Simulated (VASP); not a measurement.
Input of a VASP 6.6.1 run:

Contents of POSCAR:

```
Li
1.0
   10.4700000000      0.0000000000      0.0000000000
    0.0000000000     10.4700000000      0.0000000000
    0.0000000000      0.0000000000     14.4900000000
Li
28
Direct
    0.0000000000      0.0000000000      0.0690131125
    0.3333333333      0.0000000000      0.0690131125
    0.6666666667      0.0000000000      0.0690131125
    0.0000000000      0.3333333333      0.0690131125
    0.3333333333      0.3333333333      0.0690131125
    0.6666666667      0.3333333333      0.0690131125
    0.0000000000      0.6666666667      0.0690131125
    0.3333333333      0.6666666667      0.0690131125
    0.6666666667      0.6666666667      0.0690131125
    0.1701084050      0.1662538682      0.1988591442
    0.4952362942      0.1663567335      0.2022655625
    0.8337327603      0.1666831901      0.1984336784
    0.1535295129      0.5095436485      0.1856028295
    0.5112537727      0.5080028653      0.1881000000
    0.8329808978      0.4980003820      0.1963940649
    0.1539668577      0.8241764088      0.1857503106
    0.5108581662      0.8256275072      0.1881970324
    0.8328638013      0.8355131805      0.1964293306
    0.0108536772     -0.0016765043      0.3219602484
    0.3273440306     -0.0357380134      0.2906806073
    0.6537251194     -0.0002791786      0.3229912353
    0.0114196753      0.3350603629      0.3217771567
    0.3272270296      0.3688466094      0.2892365079
    0.6536872970      0.3338699140      0.3226052450
    0.0037441261      0.6668393505      0.3190989648
    0.3330125119      0.6662638013      0.3110142857
    0.6625203438      0.6668432665      0.3213769496
    0.3954055396      0.1678760267      0.4067456177
```

INCAR.step1

```
PREC     = Accurate       # precision mode
ENCUT    = 520            # plane-wave cutoff, eV
ISMEAR   = 0              # smearing method
SIGMA    = 0.15           # smearing width, eV
LREAL    = Auto         
LASPH    = True           # aspherical terms in the spheres
NELM     = 80             # most SCF steps
NBANDS   = 62             # bands
GGA      = PE             # functional
ALGO     = Normal         # electronic algorithm
EDIFF    = 1E-4           # SCF threshold, eV
LWAVE    = True           # write WAVECAR
LCHARG   = False          # write CHGCAR
```

Contents of INCAR.step2:

```
PREC     = Accurate       # precision mode
ENCUT    = 520            # plane-wave cutoff, eV
EDIFF    = 1E-6           # SCF threshold, eV
ISMEAR   = 0              # smearing method
SIGMA    = 0.15           # smearing width, eV
LREAL    = Auto         
LASPH    = True           # aspherical terms in the spheres
NELM     = 80             # most SCF steps
ALGO     = Normal         # electronic algorithm
ISIF     = 2              # what is computed and relaxed
LWAVE    = False          # write WAVECAR
LCHARG   = False          # write CHGCAR
METAGGA  = R2SCAN         # meta-GGA
LMIXTAU  = True         
NBANDS   = 62             # bands
ISTART   = 1
```

Contents of KPOINTS:

```
Automatic mesh
0
Gamma
  2 2 1
```

Potentials or basis: VASP PAW PBE potentials, release 64 (Li_sv).

Command:

```sh
$ cat potpaw_PBE.64/Li_sv/POTCAR > POTCAR
$ cp INCAR.step1 INCAR
$ mpirun -np 1 vasp_std > vasp.out
$ cp INCAR.step2 INCAR
$ mpirun -np 1 vasp_std > vasp.out
```

**Question.** What does it give for the largest force?

**Answer.** 0.214 eV/Å.

**Question.** Predict the band gap on the k mesh.

**Answer.** Zero (bands 42 and 43 overlap by 0.18 eV).

Forces in eV/Å, atoms in the order of the input:
```
Li  -0.004  0.037  0.036
Li   0.024 -0.043  0.000
Li  -0.021  0.043 -0.003
Li  -0.004 -0.012 -0.005
Li  -0.011  0.039  0.037
Li   0.008 -0.030  0.046
Li  -0.132 -0.026 -0.166
Li   0.009  0.006  0.066
Li   0.098 -0.006 -0.085
Li   0.045 -0.043  0.009
Li   0.025 -0.003  0.010
Li   0.016 -0.014  0.044
Li   0.028  0.011  0.012
Li  -0.019  0.017 -0.003
Li  -0.012  0.030  0.024
Li  -0.028 -0.025 -0.014
Li  -0.020  0.019  0.002
Li  -0.001  0.019  0.027
Li  -0.021 -0.029 -0.034
Li   0.025  0.015  0.027
Li  -0.025 -0.013 -0.005
Li  -0.021  0.006 -0.010
Li  -0.005  0.014 -0.013
Li  -0.002  0.021  0.010
Li  -0.027 -0.025  0.018
Li  -0.005  0.031 -0.030
Li   0.005 -0.018 -0.023
Li   0.077 -0.022  0.023
```

Caveat: there is no dipole correction, which matters where the two faces differ; the PAW data sets were made with another functional, which shifts forces and pressure a little.
